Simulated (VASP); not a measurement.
# NaCl (R-3m) in VASP: a series of runs, part 2 of 2

VASP 6.6.1. The steps go on from the part before.

### 3 Single point, r2SCAN (epitaxial 111 strain -4.0%)

POSCAR reads:

```
NaCl
1.0
    0.1359565671      2.8265474394      2.8265474394
    2.8265474394      0.1359565671      2.8265474394
    2.8265474394      2.8265474394      0.1359565671
Na Cl
1 1
Direct
    0.0000000000      0.0000000000      0.0000000000
    0.5000000000      0.5000000000      0.5000000000
```

INCAR.step1 reads:

```
PREC = Accurate ; ENCUT = 520
ISMEAR = 0 ; SIGMA = 0.01
LREAL = False ; LASPH = True
NELM = 60 ; NBANDS = 14
GGA = PE ; ALGO = Normal
EDIFF = 1E-4 ; LWAVE = True
LCHARG = False
```

INCAR.step2 reads:

```
PREC = Accurate ; ENCUT = 520
EDIFF = 1E-6 ; ISMEAR = 0
SIGMA = 0.01 ; LREAL = False
LASPH = True ; NELM = 60
ALGO = Normal ; ISIF = 2
LWAVE = False ; LCHARG = True
METAGGA = R2SCAN ; LMIXTAU = True
LELF = True ; LVHAR = True
NBANDS = 14 ; ISTART = 1
```

KPOINTS reads:

```
Automatic mesh
0
Gamma
  8 8 8
```

Potentials or basis: VASP PAW PBE potentials, release 64 (Na_pv, Cl).

Command:

```
> cat potpaw_PBE.64/Na_pv/POTCAR potpaw_PBE.64/Cl/POTCAR > POTCAR
> cp INCAR.step1 INCAR
> mpirun -np 1 vasp_std > vasp.out
> cp INCAR.step2 INCAR
> mpirun -np 1 vasp_std > vasp.out
```

OUTCAR:

```text
PREC = Accurate
   ENCUT = 520
   EDIFF = 1E-6
   ISMEAR = 0
   LREAL = False
   LASPH = True
   NELM = 60
   ISIF = 2
   METAGGA = R2SCAN
   ISTART = 1

 ion  position               nearest neighbor table
   1  0.000  0.000  0.000-
   2  0.500  0.500  0.500-

  LATTYP: Found a trigonal (rhomboedric) cell.
 ALAT       =     3.9996531153
 COS(alpha) =     0.5474665623

  Lattice vectors:

 A1 = (   0.1359565671,   2.8265474394,   2.8265474394)
 A2 = (   2.8265474394,   0.1359565671,   2.8265474394)
 A3 = (   2.8265474394,   2.8265474394,   0.1359565671)

Analysis of symmetry for initial positions (statically):
=====================================================================
 Subroutine PRICEL returns:
 Original cell was already a primitive cell.

 Routine SETGRP: Setting up the symmetry group for a
 trigonal (rhombohedral) supercell.

 Subroutine GETGRP returns: Found 12 space group operations
 (whereof 12 operations were pure point group operations)
 out of a pool of 12 trial point group operations.

The static configuration has the point symmetry D_3d.

Analysis of symmetry for dynamics (positions and initial velocities):
=====================================================================
 Subroutine PRICEL returns:
 Original cell was already a primitive cell.

 Routine SETGRP: Setting up the symmetry group for a
 trigonal (rhombohedral) supercell.

 Subroutine GETGRP returns: Found 12 space group operations
 (whereof 12 operations were pure point group operations)
 out of a pool of 12 trial point group operations.

The dynamic configuration has the point symmetry D_3d.

 Subroutine INISYM returns: Found 12 space group operations
 (whereof 12 operations are pure point group operations),
 and found     1 'primitive' translations

----------------------------------------------------------------------------------------

                                     Primitive cell
[... 120 lines left out ...]
   LEPSILON=     F    determine dielectric tensor
   LRPA    =     F    only Hartree local field effects (RPA)
 non-spin polarized calculation
 Gauss-broadening in eV      SIGMA  =   0.01
  energy-cutoff  :      520.00
  volume of cell :       41.91
 maximum number of plane-waves:      1147
 NGX is ok and might be reduce to    30
   NGX = 15   NGY = 15   NGZ = 15

 number of electron      13.9999995 magnetization

 Free energy of the ion-electron system (eV)
  ---------------------------------------------------
  ext. energy  EPLUGINS =         0.00000000
  ---------------------------------------------------
  free energy    TOTEN  =       -13.76761871 eV

  energy without entropy =      -13.76761871  energy(sigma->0) =      -13.76761871

 E-fermi :  -0.4921     XC(G=0):  -8.9646

 val. band max:       -0.6258334513   @ k =   0.0000   0.0000   0.0000
 cond. band min:       5.4318152253   @ k =   0.0000   0.0000   0.0000
 fundamental gap:      6.0576486766
 Fermi energy:        -0.4921361119

 k-point     1 :       0.0000    0.0000    0.0000
  band No.  band energies     occupation
      1     -22.1762      2.00000
      2     -22.1762      2.00000
      3     -22.1663      2.00000
      4     -14.1311      2.00000
      5      -0.9545      2.00000
      6      -0.6258      2.00000
      7      -0.6258      2.00000
      8       5.4318      0.00000
      9      10.4444      0.00000
     10      11.4439      0.00000
     11      11.4439      0.00000
     12      13.4523      0.00000
     13      13.4523      0.00000
     14      15.1214      0.00000
[... 377 lines left out ...]
      1     -22.1983      2.00000
      2     -22.1780      2.00000
      3     -22.1730      2.00000
      4     -13.8459      2.00000
      5      -2.1424      2.00000
      6      -1.3227      2.00000
      7      -0.8559      2.00000
      8       7.4720      0.00000
      9      10.0944      0.00000
     10      10.9891      0.00000
     11      11.9857      0.00000
     12      13.4572      0.00000
     13      14.5351      0.00000
     14      17.1405      0.00000

 [... further k-points ...]

------------------------ aborting loop because EDIFF is reached ----------------------------------------

  FORCE on cell =-STRESS in cart. coord.  units (eV):
  Direction    XX          YY          ZZ          XY          YZ          ZX
  --------------------------------------------------------------------------------------
  -------------------------------------------------------------------------------------
  Total        0.3276974      0.3276974      0.3276974     -0.1968061     -0.1968061     -0.1968061
  in kB       12.5279726     12.5279726     12.5279726     -7.5239579     -7.5239579     -7.5239579
  external PRESSURE =      12.5279726 kB  Pullay stress =       0.0000000 kB

 VOLUME and BASIS-vectors are now :
 -----------------------------------------------------------------------------
  energy-cutoff  :      520.00
  volume of cell :       41.91
      direct lattice vectors                 reciprocal lattice vectors
     0.135956567  2.826547439  2.826547439    -0.190197092  0.181468482  0.181468482
     2.826547439  0.135956567  2.826547439     0.181468482 -0.190197092  0.181468482
     2.826547439  2.826547439  0.135956567     0.181468482  0.181468482 -0.190197092

 POSITION                                       TOTAL-FORCE (eV/Angst)
 -----------------------------------------------------------------------------------
      0.00000      0.00000      0.00000         0.000000     -0.000000     -0.000000
      2.89453      2.89453      2.89453        -0.000000      0.000000      0.000000
 -----------------------------------------------------------------------------------
    total drift:                               -0.000000      0.000000      0.000000

  FREE ENERGIE OF THE ION-ELECTRON SYSTEM (eV)
  ---------------------------------------------------
  free  energy   TOTEN  =       -13.7676187106 eV

  energy  without entropy=      -13.7676187106  energy(sigma->0) =      -13.76761871
```

OUTCAR.step1:

```text
PREC = Accurate
   ENCUT = 520
   ISMEAR = 0
   LREAL = False
   LASPH = True
[... 631 lines left out ...]
      0.00000      0.00000      0.00000         0.000000     -0.000000      0.000000
      2.89453      2.89453      2.89453         0.000000      0.000000     -0.000000
 -----------------------------------------------------------------------------------
    total drift:                               -0.000000      0.000000      0.000000

  FREE ENERGIE OF THE ION-ELECTRON SYSTEM (eV)
  ---------------------------------------------------
  free  energy   TOTEN  =        -6.7290710741 eV

  energy  without entropy=       -6.7290710741  energy(sigma->0) =       -6.72907107
```

OSZICAR.step1:

```text
N       E                     dE             d eps       ncg     rms          rms(c)
DAV:   1     0.100995920420E+03    0.10100E+03   -0.69930E+03  1832   0.999E+02
DAV:   2     0.116179815772E+01   -0.99834E+02   -0.91887E+02  1998   0.277E+02
DAV:   3    -0.678819745797E+01   -0.79500E+01   -0.78992E+01  2384   0.723E+01
DAV:   4    -0.691668720696E+01   -0.12849E+00   -0.12843E+00  2090   0.967E+00
DAV:   5    -0.691932862514E+01   -0.26414E-02   -0.26413E-02  2356   0.145E+00    0.219E+00
DAV:   6    -0.673617716395E+01    0.18315E+00   -0.29193E-01  2262   0.330E+00    0.164E+00
DAV:   7    -0.672401062675E+01    0.12167E-01   -0.81318E-02  2502   0.170E+00    0.112E+00
DAV:   8    -0.672911626218E+01   -0.51056E-02   -0.95977E-03  1994   0.863E-01    0.320E-01
DAV:   9    -0.672897815121E+01    0.13811E-03   -0.23410E-04  2336   0.121E-01    0.160E-01
DAV:  10    -0.672907107413E+01   -0.92923E-04   -0.25218E-04  2108   0.136E-01
   1 F= -.67290711E+01 E0= -.67290711E+01  d E =-.221590E-97
```

Wall time 65 s (1 thread of Intel Xeon 6975P-C (Granite Rapids), shared host); peak memory 0.17 GiB.

What came out:

```
Free energy            : -13.7676 eV
Pressure               : 1.3 GPa
Band gap on the k mesh : 6.06 eV, direct
```

Caveat: the cell differs from its parent crystal (epitaxial 111 strain -4.0%); the PAW data sets were made with another functional, which shifts forces and pressure a little.
